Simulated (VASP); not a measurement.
# BN (P1) in VASP: single point with PBE

Aim: the single point of BN with PBE.

Program: VASP 6.6.1. These are calculated values, not measurements. Logs are shortened: lines on timing, memory, paths and dates and some standing lists are left out, and cuts for length are marked.

## (1) The cell of the first run

The typed cell holds 4 atoms: a = 2.450 Å, b = 2.457 Å, c = 6.610 Å, α = 89.17°, β = 89.42°, γ = 118.04°.

## (2) Single point, PBE (atoms moved at random and the cell strained at random)

File INCAR:

```
SYSTEM = BN
PREC = Accurate
ENCUT = 520
EDIFF = 1E-7
ISMEAR = 0
SIGMA = 0.05
LREAL = .False.
LASPH = .True.
NELM = 100
ALGO = Normal
ISIF = 2
LWAVE = .False.
LCHARG = .False.
GGA = PE
NBANDS = 16
```

File KPOINTS:

```
regular mesh
0
Gamma
  12 12 4
  0 0 0
```

File POSCAR:

```
BN
1.0
    2.4493806732      0.0398444117      0.0123248208
   -1.1901840640      2.1492459546      0.0176678026
    0.0327868884      0.0732009776      6.6093400022
B N
2 2
Direct
    0.3305967878      0.6890745149      0.2595967288
    0.6716967557      0.3180690637      0.7529167511
    0.3312114908      0.6579630709      0.7460929531
    0.6664949657      0.3348933505      0.2413935669
```

Potentials or basis: VASP PAW PBE potentials, release 64 (B, N).

The run is started by

```
$ cat potpaw_PBE.64/B/POTCAR potpaw_PBE.64/N/POTCAR > POTCAR
$ mpirun -np 1 vasp_std > vasp.out
```

OUTCAR:

```text
SYSTEM = BN
   PREC = Accurate
   ENCUT = 520
   EDIFF = 1E-7
   ISMEAR = 0
   LREAL = .False.
   LASPH = .True.
   NELM = 100
   ISIF = 2
   GGA = PE

 ion  position               nearest neighbor table
   1  0.331  0.689  0.260-   4 1.41   4 1.45   4 1.46
   2  0.672  0.318  0.753-   3 1.43   3 1.43   3 1.43
   3  0.331  0.658  0.746-   2 1.43   2 1.43   2 1.43
   4  0.666  0.335  0.241-   1 1.41   1 1.45   1 1.46

  LATTYP: Found a triclinic cell.
 ALAT       =     2.5255875138
 B/A-ratio  =     0.9699666788
 C/A-ratio  =     2.6171441834
 COS(alpha) =     0.0101704428
 COS(beta)  =     0.0239467728
 COS(gamma) =     0.5126609410

  Lattice vectors:

 A1 = (  -1.2591966092,  -2.1890903663,  -0.0299926234)
 A2 = (  -2.4493806732,  -0.0398444117,  -0.0123248208)
 A3 = (  -0.0327868884,  -0.0732009776,  -6.6093400022)

Analysis of symmetry for initial positions (statically):
=====================================================================
 Subroutine PRICEL returns:
 Original cell was already a primitive cell.

 Routine SETGRP: Setting up the symmetry group for a
 triclinic supercell.

 Subroutine GETGRP returns: Found  1 space group operations
 (whereof  1 operations were pure point group operations)
 out of a pool of  2 trial point group operations.

The static configuration has the point symmetry C_1 .

Analysis of symmetry for dynamics (positions and initial velocities):
=====================================================================
 Subroutine PRICEL returns:
 Original cell was already a primitive cell.

 Routine SETGRP: Setting up the symmetry group for a
 triclinic supercell.

 Subroutine GETGRP returns: Found  1 space group operations
 (whereof  1 operations were pure point group operations)
 out of a pool of  2 trial point group operations.

The dynamic configuration has the point symmetry C_1 .

 Subroutine INISYM returns: Found  1 space group operations
 (whereof  1 operations are pure point group operations),
 and found     1 'primitive' translations

----------------------------------------------------------------------------------------

                                     Primitive cell

  volume of cell :      35.1020

  direct lattice vectors                    reciprocal lattice vectors
     2.449380673  0.039844412  0.012324821     0.404643342  0.224115521 -0.004489476
    -1.190184064  2.149245955  0.017667803    -0.007476578  0.461180854 -0.005070666
     0.032786888  0.073200978  6.609340002    -0.000734576 -0.001650730  0.151322964

  length of vectors
     2.449735733  2.456849289  6.609826672     0.462584215  0.461269325  0.151333750

  position of ions in fractional coordinates (direct lattice)
     0.330596788  0.689074515  0.259596729
     0.671696756  0.318069064  0.752916751
     0.331211491  0.657963071  0.746092953
     0.666494966  0.334893351  0.241393567

  ion indices of the primitive-cell ions
   primitive index   ion index
                 1           1
                 2           2
                 3           3
                 4           4

----------------------------------------------------------------------------------------

 KPOINTS: regular mesh

Automatic generation of k-mesh.
 Grid dimensions read from file:
 generate k-points for:   12   12    4

 Generating k-lattice:

  Cartesian coordinates                     Fractional coordinates (reciprocal lattice)
     0.033720278  0.018676293 -0.000374123     0.083333333  0.000000000  0.000000000
    -0.000623048  0.038431738 -0.000422555     0.000000000  0.083333333  0.000000000
    -0.000183644 -0.000412683  0.037830741     0.000000000  0.000000000  0.250000000

  Length of vectors
     0.038548685  0.038439110  0.037833438

  Shift w.r.t. Gamma in fractional coordinates (k-lattice)
     0.000000000  0.000000000  0.000000000

 Subroutine IBZKPT returns following result:
 ===========================================

 Found    292 irreducible k-points:

 Following reciprocal coordinates:
            Coordinates               Weight
  0.000000  0.000000  0.000000      1.000000
  0.083333 -0.000000 -0.000000      2.000000
  0.166667 -0.000000  0.000000      2.000000
  0.250000 -0.000000 -0.000000      2.000000
  0.333333 -0.000000 -0.000000      2.000000
  0.416667 -0.000000  0.000000      2.000000
[... 16 lines left out ...]
  0.250000  0.166667 -0.000000      2.000000
  0.333333  0.166667 -0.000000      2.000000
 [... further k-points ...]
   k-points           NKPTS =    292   k-points in BZ     NKDIM =    292   number of bands    NBANDS=     16
   number of dos      NEDOS =    301   number of ions     NIONS =      4
   total plane-waves  NPLWV =  16200
   dimension x,y,z NGX =    18 NGY =   18 NGZ =   50
   dimension x,y,z NGXF=    36 NGYF=   36 NGZF=  100
   ions per type =               2   2
   NGX,Y,Z   is equivalent  to a cutoff of  12.22, 12.18, 12.58 a.u.
   NGXF,Y,Z  is equivalent  to a cutoff of  24.43, 24.36, 25.15 a.u.
 SYSTEM =  BN
   PREC   = accura    normal or accurate (medium, high low for compatibility)
   ISTART =      0    job   : 0-new  1-cont  2-samecut
   ICHARG =      2    charge: 1-file 2-atom 10-const
   ISPIN  =      1    spin polarized calculation?
   LNONCOLLINEAR =      F non collinear calculations
   LSORBIT =      F    spin-orbit coupling
   LASPH  =      T    aspherical Exc in radial PAW
   ENCUT  =  520.0 eV  38.22 Ry    6.18 a.u.   4.55  4.57 12.29*2*pi/ulx,y,z
   NELM   =    100;   NELMIN=  2; NELMDL= -5     # of ELM steps
   EDIFF  = 0.1E-06   stopping-criterion for ELM
   LREAL  =      F    real-space projection
   EDIFFG = 0.1E-05   stopping-criterion for IOM
   NSW    =      0    number of steps for IOM
   IBRION =     -1    ionic relax: 0-MD 1-quasi-New 2-CG
   NFREE  =      0    steps in history (QN), initial steepest desc. (CG)
   ISIF   =      2    stress and relaxation
   ISYM   =      2    0-nonsym 1-usesym 2-fastsym
   POTIM  = 0.5000    time-step for ionic-motion
   TEBEG  =    0.0;   TEEND  =   0.0 temperature during run
   PSTRESS=    0.0 pullay stress
   NELECT =      16.0000    total number of electrons
   NUPDOWN=      -1.0000    fix difference up-down
   EMIN   =  10.00;   EMAX   =-10.00  energy-range for DOS
   EFERMI =   0.00;   METHOD = LEGACY
   ISMEAR =     0;   SIGMA  =   0.05  broadening in eV -4-tet -1-fermi 0-gaus
   EFERMI_NEDOS =   21; number of points for ismear=-14 and -15
   IALGO  =     38    algorithm
   IMIX   =      4    mixing-type and parameters
     AMIX     =   0.40;   BMIX     =  1.00
     AMIX_MAG =   1.60;   BMIX_MAG =  1.00
  volume/ion in A,a.u.               =       8.78        59.22
  Fermi-wavevector in a.u.,A,eV,Ry     =   1.259904  2.380873 21.597313  1.587358
  Thomas-Fermi vector in A             =   2.393440
   LORBIT       =      0    0 simple, 1 ext, 2 COOP (PROOUT), +10 PAW based schemes
   GGA     = PE    functional components
   LHFCALC =     F    Hartree Fock is set to
   AEXX    =    0.0000 exact exchange contribution
   IVDW    =     0    specifies the selected vdW correction
   LEPSILON=     F    determine dielectric tensor
   LRPA    =     F    only Hartree local field effects (RPA)
 non-spin polarized calculation
 Gauss-broadening in eV      SIGMA  =   0.05
  energy-cutoff  :      520.00
  volume of cell :       35.10
 maximum number of plane-waves:       962
   NGX =  9   NGY =  9   NGZ = 25

 number of electron      15.9999999 magnetization

 Free energy of the ion-electron system (eV)
  ---------------------------------------------------
  ext. energy  EPLUGINS =         0.00000000
  ---------------------------------------------------
  free energy    TOTEN  =       -34.88880814 eV

  energy without entropy =      -34.88880814  energy(sigma->0) =      -34.88880814

 E-fermi :   2.7828     XC(G=0): -10.1846

 val. band max:        2.4917369197   @ k =   0.3333   0.3333   0.5000
 cond. band min:       6.3971439736   @ k =   0.0000   0.5000  -0.0000
 fundamental gap:      3.9054070538
 Fermi energy:         2.7828172488

 k-point     1 :       0.0000    0.0000    0.0000
  band No.  band energies     occupation
      1     -15.5242      2.00000
      2     -15.2151      2.00000
      3      -3.9358      2.00000
      4      -1.7504      2.00000
      5       0.6000      2.00000
      6       0.7864      2.00000
[... 8 lines left out ...]
     15      15.4070      0.00000
     16      15.9892      0.00000

 k-point     2 :       0.0833   -0.0000   -0.0000
  band No.  band energies     occupation
      1     -15.3875      2.00000
      2     -15.0828      2.00000
      3      -3.7476      2.00000
      4      -1.5826      2.00000
      5       0.2067      2.00000
      6       0.3082      2.00000
[... 8 lines left out ...]
     15      15.4436      0.00000
     16      15.9917      0.00000

 k-point     3 :       0.1667   -0.0000    0.0000
  band No.  band energies     occupation
      1     -14.9844      2.00000
      2     -14.6933      2.00000
      3      -3.1907      2.00000
      4      -1.1335      2.00000
      5      -1.0367      2.00000
      6      -0.9168      2.00000
[... 8 lines left out ...]
     15      16.7524      0.00000
     16      17.2771      0.00000

 k-point     4 :       0.2500   -0.0000   -0.0000
  band No.  band energies     occupation
      1     -14.3415      2.00000
      2     -14.0742      2.00000
      3      -2.8200      2.00000
      4      -2.6969      2.00000
      5      -2.2653      2.00000
      6      -0.2913      2.00000
[... 8 lines left out ...]
     15      18.0356      0.00000
     16      18.7932      0.00000
[... 324 lines left out ...]
 k-point    22 :       0.1667    0.1667    0.0000
  band No.  band energies     occupation
      1     -14.0200      2.00000
      2     -13.7708      2.00000
      3      -3.1333      2.00000
      4      -3.1043      2.00000
      5      -1.7897      2.00000
      6      -1.3260      2.00000
[... 8 lines left out ...]
     15      17.5370      0.00000
     16      17.9981      0.00000

 k-point    23 :       0.2500    0.1667   -0.0000
  band No.  band energies     occupation
      1     -13.2471      2.00000
      2     -13.0362      2.00000
      3      -4.4417      2.00000
      4      -4.3530      2.00000
      5      -2.2401      2.00000
      6      -2.0917      2.00000
[... 8 lines left out ...]
     15      17.8612      0.00000
     16      19.6211      0.00000

 k-point    24 :       0.3333    0.1667   -0.0000
  band No.  band energies     occupation
      1     -12.4621      2.00000
      2     -12.3081      2.00000
      3      -5.6935      2.00000
      4      -5.5563      2.00000
      5      -2.7428      2.00000
      6      -2.6371      2.00000
[... 8 lines left out ...]
     15      18.0404      0.00000
     16      20.8032      0.00000

 [... further k-points ...]

------------------------ aborting loop because EDIFF is reached ----------------------------------------

  FORCE on cell =-STRESS in cart. coord.  units (eV):
  Direction    XX          YY          ZZ          XY          YZ          ZX
  --------------------------------------------------------------------------------------
  -------------------------------------------------------------------------------------
  Total        4.5734385      2.4725583      0.4016538     -1.8779115     -0.2141778      0.0508583
  in kB      208.7474395    112.8560525     18.3328593    -85.7143288     -9.7758100      2.3213462
  external PRESSURE =     113.3121171 kB  Pullay stress =       0.0000000 kB

 VOLUME and BASIS-vectors are now :
 -----------------------------------------------------------------------------
  energy-cutoff  :      520.00
  volume of cell :       35.10
      direct lattice vectors                 reciprocal lattice vectors
     2.449380673  0.039844412  0.012324821     0.404643342  0.224115521 -0.004489476
    -1.190184064  2.149245955  0.017667803    -0.007476578  0.461180854 -0.005070666
     0.032786888  0.073200978  6.609340002    -0.000734576 -0.001650730  0.151322964

 POSITION                                       TOTAL-FORCE (eV/Angst)
 -----------------------------------------------------------------------------------
     -0.00186      1.51317      1.73201         0.784349     -1.785520     -1.544737
      1.29137      0.76549      4.99018        -0.654231      0.236586     -0.483453
      0.05263      1.48194      4.94689         0.646703     -0.230165      0.479132
      1.24183      0.76399      1.60958        -0.776821      1.779098      1.549058
 -----------------------------------------------------------------------------------
    total drift:                               -0.000072     -0.000062      0.000147

  FREE ENERGIE OF THE ION-ELECTRON SYSTEM (eV)
  ---------------------------------------------------
  free  energy   TOTEN  =       -34.8888081397 eV

  energy  without entropy=      -34.8888081397  energy(sigma->0) =      -34.88880814
```

Wall time 1.8 min (1 thread of Intel Xeon Platinum 8375C at 2.90GHz (Ice Lake), shared host); peak memory 0.24 GiB.

Results:

| Property | Result |
| --- | --- |
| Free energy | -34.8888 eV |
| Pressure | 11.3 GPa |
| Largest force | 2.488 eV/Å |
| Band gap on the k mesh | 3.91 eV, indirect (least direct gap 4.39 eV) |

Forces in eV/Å, atoms in the order of the input:
```
B    0.784 -1.786 -1.545
B   -0.654  0.237 -0.483
N    0.647 -0.230  0.479
N   -0.777  1.779  1.549
```

Levels at points of the mesh, in eV from the valence-band top:
| k point | band 6 | band 7 | band 8 | band 9 | band 10 | band 11 |
| --- | --- | --- | --- | --- | --- | --- |
| (0.00, 0.00, 0.00) | -1.71 | -0.88 | -0.44 | 5.08 | 10.33 | 11.29 |
| (0.50, 0.00, 0.00) | -3.82 | -1.59 | -0.54 | 4.09 | 5.58 | 9.96 |
| (0.00, 0.50, 0.00) | -3.53 | -1.56 | -0.48 | 3.91 | 5.42 | 10.14 |
| (0.50, 0.50, 0.00) | -4.70 | -1.39 | -0.40 | 4.68 | 5.92 | 9.11 |
| (0.00, 0.00, 0.50) | -1.71 | -0.88 | -0.44 | 7.22 | 7.85 | 11.34 |
| (0.50, 0.00, 0.50) | -3.83 | -1.10 | -0.99 | 4.49 | 4.72 | 10.43 |
| (0.00, 0.50, 0.50) | -3.53 | -1.09 | -0.92 | 4.28 | 4.61 | 10.65 |
| (0.50, 0.50, 0.50) | -4.73 | -0.91 | -0.84 | 5.04 | 5.12 | 9.35 |

Caveat: the cell differs from its parent crystal (atoms moved at random and the cell strained at random); forces of over 1 eV/Å act on the atoms, so gaps and moduli don't describe the material at rest. A k mesh can miss the band edges.
